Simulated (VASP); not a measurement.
Fe, 3 atoms in the cell. It takes space group P6/mmm (No. 191, hexagonal). The conventional cell has a = 3.887 Å, b = 3.887 Å, c = 2.410 Å, α = 90.00°, β = 90.00°, γ = 120.00°. Fe (site symmetry 6/mmm) has 14 Fe at 2.41 to 2.55 Å within 3.2 Å. Fe (site symmetry -6m2) has 11 Fe at 2.24 to 2.55 Å within 3.0 Å. This isn't the form of Fe at room conditions, which is bcc.

| Property | Result |
| --- | --- |
| Program | VASP 6.6.1 |
| Task | relaxation of cell and atoms |
| Functional | LDA |
| Potentials or basis | VASP PAW LDA potentials, release 64 (Fe) |
| Cutoff | 600 eV |
| k mesh | 9 × 9 × 13 |
| Occupations | fermi-dirac, width 0.1 eV |
| Spin | collinear spin, ferromagnetic start |
| Starting moments | [2.5, 2.5, 2.5] μB |
| Target pressure | -2.4 GPa |
| Dipole correction | no |
| Further INCAR settings | ALGO = Normal; EDIFF = 1e-07; IBRION = 2; EDIFFG = -0.005; NSW = 60; ISIF = 3 |

Potentials or basis: VASP PAW LDA potentials, release 64 (Fe).

Run with:

```bash
$ cat potpaw_LDA.64/Fe/POTCAR > POTCAR
$ mpirun -np 1 vasp_std > vasp.out
```

Hardware: 1 thread of Intel(R) Xeon(R) 6975P-C (Granite Rapids) (shared host).

Task: Estimate the wall time of this run.

Result: Wall time 7 min on 1 thread of Intel(R) Xeon(R) 6975P-C (Granite Rapids), with other jobs on the host, peak memory 0.22 GiB. Counts: scf iterations 97, k points 84, ion steps 9.
